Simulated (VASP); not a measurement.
# Li (P-1) in VASP: single point with PBE

Aim: the single point of Li with PBE.

Everything below comes from runs of VASP 6.6.1. Logs are shortened: lines on timing, memory, paths and dates and some standing lists are left out, and cuts for length are marked.

## (1) The cell of the first run

The typed cell holds 2 atoms: a = 3.112 Å, b = 3.152 Å, c = 5.094 Å, α = 90.62°, β = 91.71°, γ = 121.27°.

## (2) Single point, PBE (equal xy, yz and zx shear strains of -3 %)

File INCAR:

```
SYSTEM = Li
PREC = Accurate
ENCUT = 520
EDIFF = 1E-6
ISMEAR = -1
SIGMA = 0.08
LREAL = .False.
LASPH = .True.
NELM = 80
ALGO = Normal
ISIF = 2
LWAVE = .False.
LCHARG = .True.
GGA = PE
LELF = .True.
LVHAR = .True.
NBANDS = 10
```

File KPOINTS:

```
regular mesh
0
Gamma
  15 15 8
  0 0 0
```

File POSCAR:

```
Li
1.0
    3.1110021516     -0.0466650323     -0.0466650323
   -1.5959141792      2.7175394106     -0.0170805873
   -0.0763950000     -0.0763950000      5.0930000000
Li
2
Direct
    0.3333333333      0.6666666667      0.2500000000
    0.6666666667      0.3333333333      0.7500000000
```

Potentials or basis: VASP PAW PBE potentials, release 64 (Li_sv).

The run is started by

```sh
> cat potpaw_PBE.64/Li_sv/POTCAR > POTCAR
> mpirun -np 1 vasp_std > vasp.out
```

OUTCAR:

```text
SYSTEM = Li
   PREC = Accurate
   ENCUT = 520
   EDIFF = 1E-6
   ISMEAR = -1
   LREAL = .False.
   LASPH = .True.
   NELM = 80
   ISIF = 2
   GGA = PE

 ion  position               nearest neighbor table
   1  0.333  0.667  0.250-
   2  0.667  0.333  0.750-

  LATTYP: Found a triclinic cell.
 ALAT       =     3.0713392865
 B/A-ratio  =     1.0131417463
 C/A-ratio  =     1.6586073113
 COS(alpha) =     0.0297616073
 COS(beta)  =     0.0411893908
 COS(gamma) =     0.4804578458

  Lattice vectors:

 A1 = (   1.5150879724,   2.6708743783,  -0.0637456196)
 A2 = (   3.1110021516,  -0.0466650323,  -0.0466650323)
 A3 = (   0.0763950000,   0.0763950000,  -5.0930000000)

Analysis of symmetry for initial positions (statically):
=====================================================================
 Subroutine PRICEL returns:
 Original cell was already a primitive cell.

 Routine SETGRP: Setting up the symmetry group for a
 triclinic supercell.

 Subroutine GETGRP returns: Found  2 space group operations
 (whereof  2 operations were pure point group operations)
 out of a pool of  2 trial point group operations.

The static configuration has the point symmetry S_2 .

Analysis of symmetry for dynamics (positions and initial velocities):
=====================================================================
 Subroutine PRICEL returns:
 Original cell was already a primitive cell.

 Routine SETGRP: Setting up the symmetry group for a
 triclinic supercell.

 Subroutine GETGRP returns: Found  2 space group operations
 (whereof  2 operations were pure point group operations)
 out of a pool of  2 trial point group operations.

The dynamic configuration has the point symmetry S_2 .

 Subroutine INISYM returns: Found  2 space group operations
 (whereof  2 operations are pure point group operations),
 and found     1 'primitive' translations

----------------------------------------------------------------------------------------

                                     Primitive cell

  volume of cell :      42.6588

  direct lattice vectors                    reciprocal lattice vectors
     3.111002152 -0.046665032 -0.046665032     0.324414181  0.190565455  0.007724695
    -1.595914179  2.717539411 -0.017080587     0.005654869  0.371336390  0.005654869
    -0.076395000 -0.076395000  5.093000000     0.002991437  0.002991437  0.196437672

  length of vectors
     3.111702048  3.151547915  5.094145796     0.376323564  0.371422495  0.196483221

  position of ions in fractional coordinates (direct lattice)
     0.333333333  0.666666667  0.250000000
     0.666666667  0.333333333  0.750000000

  ion indices of the primitive-cell ions
   primitive index   ion index
                 1           1
                 2           2

----------------------------------------------------------------------------------------

 KPOINTS: regular mesh

Automatic generation of k-mesh.
 Grid dimensions read from file:
 generate k-points for:   15   15    8

 Generating k-lattice:

  Cartesian coordinates                     Fractional coordinates (reciprocal lattice)
     0.021627612  0.012704364  0.000514980     0.066666667  0.000000000 -0.000000000
     0.000376991  0.024755759  0.000376991     0.000000000  0.066666667 -0.000000000
     0.000373930  0.000373930  0.024554709    -0.000000000  0.000000000  0.125000000

  Length of vectors
     0.025088238  0.024761500  0.024560403

  Shift w.r.t. Gamma in fractional coordinates (k-lattice)
     0.000000000  0.000000000  0.000000000

 Subroutine IBZKPT returns following result:
 ===========================================

 Found    901 irreducible k-points:

 Following reciprocal coordinates:
            Coordinates               Weight
  0.000000  0.000000  0.000000      1.000000
  0.066667 -0.000000  0.000000      2.000000
  0.133333 -0.000000  0.000000      2.000000
  0.200000 -0.000000  0.000000      2.000000
  0.266667 -0.000000  0.000000      2.000000
  0.333333 -0.000000  0.000000      2.000000
[... 16 lines left out ...]
 -0.066667  0.066667  0.000000      2.000000
  0.000000  0.133333  0.000000      2.000000
 [... further k-points ...]
   k-points           NKPTS =    901   k-points in BZ     NKDIM =    901   number of bands    NBANDS=     10
   number of dos      NEDOS =    301   number of ions     NIONS =      2
   total plane-waves  NPLWV =  23040
   dimension x,y,z NGX =    24 NGY =   24 NGZ =   40
   dimension x,y,z NGXF=    48 NGYF=   48 NGZF=   80
   ions per type =               2
   NGX,Y,Z   is equivalent  to a cutoff of  12.82, 12.66, 13.05 a.u.
   NGXF,Y,Z  is equivalent  to a cutoff of  25.64, 25.32, 26.11 a.u.
 SYSTEM =  Li
   PREC   = accura    normal or accurate (medium, high low for compatibility)
   ISTART =      0    job   : 0-new  1-cont  2-samecut
   ICHARG =      2    charge: 1-file 2-atom 10-const
   ISPIN  =      1    spin polarized calculation?
   LNONCOLLINEAR =      F non collinear calculations
   LSORBIT =      F    spin-orbit coupling
   LASPH  =      T    aspherical Exc in radial PAW
   ENCUT  =  520.0 eV  38.22 Ry    6.18 a.u.   5.79  5.86  9.47*2*pi/ulx,y,z
   NELM   =     80;   NELMIN=  2; NELMDL= -5     # of ELM steps
   EDIFF  = 0.1E-05   stopping-criterion for ELM
   LREAL  =      F    real-space projection
   EDIFFG = 0.1E-04   stopping-criterion for IOM
   NSW    =      0    number of steps for IOM
   IBRION =     -1    ionic relax: 0-MD 1-quasi-New 2-CG
   NFREE  =      0    steps in history (QN), initial steepest desc. (CG)
   ISIF   =      2    stress and relaxation
   ISYM   =      2    0-nonsym 1-usesym 2-fastsym
   POTIM  = 0.5000    time-step for ionic-motion
   TEBEG  =    0.0;   TEEND  =   0.0 temperature during run
   PSTRESS=    0.0 pullay stress
   NELECT =       6.0000    total number of electrons
   NUPDOWN=      -1.0000    fix difference up-down
   EMIN   =  10.00;   EMAX   =-10.00  energy-range for DOS
   EFERMI =   0.00;   METHOD = LEGACY
   ISMEAR =    -1;   SIGMA  =   0.08  broadening in eV -4-tet -1-fermi 0-gaus
   EFERMI_NEDOS =   21; number of points for ismear=-14 and -15
   IALGO  =     38    algorithm
   IMIX   =      4    mixing-type and parameters
     AMIX     =   0.40;   BMIX     =  1.00
     AMIX_MAG =   1.60;   BMIX_MAG =  1.00
  volume/ion in A,a.u.               =      21.33       143.94
  Fermi-wavevector in a.u.,A,eV,Ry     =   0.851378  1.608871  9.862104  0.724844
  Thomas-Fermi vector in A             =   1.967501
   LORBIT       =      0    0 simple, 1 ext, 2 COOP (PROOUT), +10 PAW based schemes
   GGA     = PE    functional components
   LHFCALC =     F    Hartree Fock is set to
   AEXX    =    0.0000 exact exchange contribution
   IVDW    =     0    specifies the selected vdW correction
   LEPSILON=     F    determine dielectric tensor
   LRPA    =     F    only Hartree local field effects (RPA)
 non-spin polarized calculation
  energy-cutoff  :      520.00
  volume of cell :       42.66
 maximum number of plane-waves:      1164
   NGX = 11   NGY = 11   NGZ = 19

 number of electron       6.0000000 magnetization

 Free energy of the ion-electron system (eV)
  ---------------------------------------------------
  ext. energy  EPLUGINS =         0.00000000
  ---------------------------------------------------
  free energy    TOTEN  =        -3.81559612 eV

  energy without entropy =       -3.79390193  energy(sigma->0) =       -3.80474903

 E-fermi :   0.4834     XC(G=0):  -6.9214

 val. band max:        0.4831212425   @ k =  -0.2667   0.0667   0.2500
 cond. band min:       0.4861525978   @ k =   0.1333   0.4667   0.1250
 fundamental gap:      0.0030313553
 Fermi energy:         0.4834331935

 k-point     1 :       0.0000    0.0000    0.0000
  band No.  band energies     occupation
      1     -46.1322      2.00000
      2     -46.1176      2.00000
      3      -3.0075      2.00000
      4       0.4801      1.02064
      5       3.2336      0.00000
      6      12.3008      0.00000
      7      12.7404      0.00000
      8      13.6309      0.00000
      9      14.0890      0.00000
     10      14.4081      0.00000

 k-point     2 :       0.0667   -0.0000    0.0000
  band No.  band energies     occupation
      1     -46.1316      2.00000
      2     -46.1173      2.00000
      3      -2.9362      2.00000
      4       0.5720      0.49660
      5       3.2654      0.00000
      6      11.7697      0.00000
      7      12.0775      0.00000
      8      13.8435      0.00000
      9      14.0178      0.00000
     10      14.3468      0.00000

 k-point     3 :       0.1333   -0.0000    0.0000
  band No.  band energies     occupation
      1     -46.1299      2.00000
      2     -46.1165      2.00000
      3      -2.7218      2.00000
      4       0.8474      0.02093
      5       3.3564      0.00000
      6      10.5698      0.00000
      7      10.8919      0.00000
      8      13.5889      0.00000
      9      14.0046      0.00000
     10      14.1160      0.00000

 k-point     4 :       0.2000   -0.0000    0.0000
  band No.  band energies     occupation
      1     -46.1273      2.00000
      2     -46.1153      2.00000
      3      -2.3643      2.00000
      4       1.3046      0.00007
      5       3.4857      0.00000
      6       8.8988      0.00000
      7      10.0703      0.00000
      8      12.6227      0.00000
      9      13.5424      0.00000
     10      13.7124      0.00000
[... 222 lines left out ...]
 k-point    22 :      -0.1333    0.0667    0.0000
  band No.  band energies     occupation
      1     -46.1306      2.00000
      2     -46.1168      2.00000
      3      -2.7988      2.00000
      4       0.7496      0.06927
      5       3.3207      0.00000
      6      10.6233      0.00000
      7      11.3542      0.00000
      8      13.8036      0.00000
      9      14.0613      0.00000
     10      14.3118      0.00000

 k-point    23 :      -0.0667    0.0667    0.0000
  band No.  band energies     occupation
      1     -46.1317      2.00000
      2     -46.1174      2.00000
      3      -2.9398      2.00000
      4       0.5680      0.51574
      5       3.2612      0.00000
      6      11.4622      0.00000
      7      12.2337      0.00000
      8      13.7983      0.00000
      9      14.2489      0.00000
     10      14.4195      0.00000

 k-point    24 :       0.0000    0.1333    0.0000
  band No.  band energies     occupation
      1     -46.1300      2.00000
      2     -46.1166      2.00000
      3      -2.7293      2.00000
      4       0.8394      0.02310
      5       3.3477      0.00000
      6      10.2377      0.00000
      7      11.1294      0.00000
      8      13.6361      0.00000
      9      14.0011      0.00000
     10      14.2770      0.00000

 [... further k-points ...]
[... 5 lines left out ...]
  --------------------------------------------------------------------------------------
  -------------------------------------------------------------------------------------
  Total       -0.1953739     -0.1895647     -0.1865624      0.0492122      0.0431815      0.0452226
  in kB       -7.3378431     -7.1196624     -7.0068989      1.8483074      1.6218079      1.6984694
  external PRESSURE =      -7.1548015 kB  Pullay stress =       0.0000000 kB

 VOLUME and BASIS-vectors are now :
 -----------------------------------------------------------------------------
  energy-cutoff  :      520.00
  volume of cell :       42.66
      direct lattice vectors                 reciprocal lattice vectors
     3.111002152 -0.046665032 -0.046665032     0.324414181  0.190565455  0.007724695
    -1.595914179  2.717539411 -0.017080587     0.005654869  0.371336390  0.005654869
    -0.076395000 -0.076395000  5.093000000     0.002991437  0.002991437  0.196437672

 POSITION                                       TOTAL-FORCE (eV/Angst)
 -----------------------------------------------------------------------------------
     -0.04604      1.77704      1.24631         0.013443     -0.000264      0.001689
      1.48473      0.81744      3.78295        -0.013443      0.000264     -0.001689
 -----------------------------------------------------------------------------------
    total drift:                               -0.000000      0.000000     -0.000000

  FREE ENERGIE OF THE ION-ELECTRON SYSTEM (eV)
  ---------------------------------------------------
  free  energy   TOTEN  =        -3.8155961238 eV

  energy  without entropy=       -3.7939019333  energy(sigma->0) =       -3.80474903
```

Run time: 73 s. Hardware: 1 thread of Intel Xeon 6975P-C (Granite Rapids), shared host; peak memory 0.37 GiB.

Results:

```yaml
Free_energy: -3.8156 eV
Largest_force: 0.014 eV/Å
Band_gap_on_the_k_mesh: zero (bands 3 and 4 overlap by 4.45 eV)
```

Forces on the atoms (eV/Å):
```
Li   0.013  0.000  0.002
Li  -0.013  0.000 -0.002
```

Caveat: the cell differs from its parent crystal (equal xy, yz and zx shear strains of -3 %); the cutoff is under 1.25 times the usual one of these potentials, so pressure, stress and relaxed cells hold a basis-set (Pulay) error.
